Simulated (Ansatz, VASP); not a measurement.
One calculation of InAs, two programs

INCAR

```
SYSTEM = InAs
PREC = Accurate ; ENCUT = 520
EDIFF = 1E-6 ; ISMEAR = 0
SIGMA = 0.05 ; LREAL = .False.
LASPH = .True. ; NELM = 80
ALGO = Normal ; ISIF = 2
LWAVE = .False. ; LCHARG = .True.
GGA = PE ; LELF = .True.
LVHAR = .True. ; NBANDS = 16
```

File KPOINTS:

```
Automatic mesh
0
Gamma
  10 10 10
  0 0 0
```

POSCAR

```
InAs
1.0
    0.0000000000      3.0556785657      3.0556785657
    3.0556785657      0.0000000000      3.0556785657
    3.0556785657      3.0556785657      0.0000000000
In As
1 1
Direct
    0.0000000000      0.0000000000      0.0000000000
    0.7500000000      0.7500000000      0.7500000000
```

Input for Ansatz:

```yaml
crystal:
  lattice:
    - [0.0, 3.0556785657, 3.0556785657]
    - [3.0556785657, 0.0, 3.0556785657]
    - [3.0556785657, 3.0556785657, 0.0]
  atoms:
    - { symbol: In, position: [0.0, 0.0, 0.0] }
    - { symbol: As, position: [0.75, 0.75, 0.75] }
basis:
  ecutwfc: 420
  ecutrho_ratio: 4
kpoints:
  mp_grid: { grid: [10, 10, 10] }
hamiltonian:
  xc: pbe
scf:
  occupations: { method: gaussian, width: 0.05 }
output:
  forces: true
  stress: true
  eigenvalues: true
```

Alike in both runs: task single point; functional PBE; k mesh 10 × 10 × 10; occupations gaussian, width 0.05 eV; no spin polarisation.

|  | VASP | Ansatz |
| --- | --- | --- |
| version | VASP 6.6.1 | Ansatz 0.2.0 |
| potentials or method | VASP PAW PBE potentials, release 64 (In_d, As), cutoff 520 eV | scalar-relativistic, plane waves, PAW |
| valence electrons in the cell | 18 | 28 |

```csv
,VASP,Ansatz,Ansatz less VASP
gap on the k mesh at the Fermi level (eV),none,none,-
pressure (GPa),2.0,1.9,-0.05
```

A gap of «none» marks a metal or a gap that the smearing closes. VASP's potentials hold 18 valence electrons a cell and Ansatz's 28, so a difference there can come from the potentials and not from the codes.
